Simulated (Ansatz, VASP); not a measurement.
VTeSe in VASP and in Ansatz

```
V Te Se
1.0
     4.60545    0.00000    0.00000
    -2.30272    3.98843    0.00000
     0.00000    0.00000    3.56169
V Te Se
1 1 1
Direct
  0.33333 0.66667 0.50000
  0.66667 0.33333 0.50000
  0.00000 0.00000 0.00000
```

Change from the starting cell: species swapped into the BaAlSi type (P-6m2, No. 187).

Alike in both runs: functional PBE; k mesh 12 × 12 × 8; occupations gaussian, width 0.1 eV; collinear spin.

Ansatz relaxed the structure, and its values are those at the end. VASP's run is a single point on that final structure, the one shown.

```csv
,VASP,Ansatz
version,VASP 6.6.1,Ansatz 0.2.0
potentials or method,"VASP PAW PBE potentials, release 64 (V_sv, Te, Se), cutoff 520 eV","scalar-relativistic, plane waves, PAW"
valence electrons in the cell,25,45
```

|  | VASP | Ansatz | Ansatz less VASP |
| --- | --- | --- | --- |
| gap on the k mesh at the Fermi level (eV) | none | none | - |
| pressure (GPa) | 0.0 | 0.0 | +0.02 |
| net moment per atom (μB) | 0.51 | 0.51 | -0.001 |
| size of the moment on the site where the two differ most (μB) | 1.79 | 1.73 | -0.060 |

Site moments also hang on the region over which each program counts them. A gap of «none» marks a metal or a gap that the smearing closes. VASP's potentials hold 25 valence electrons a cell and Ansatz's 45, so a difference there can come from the potentials and not from the codes.

Spin-orbit coupling is off throughout.
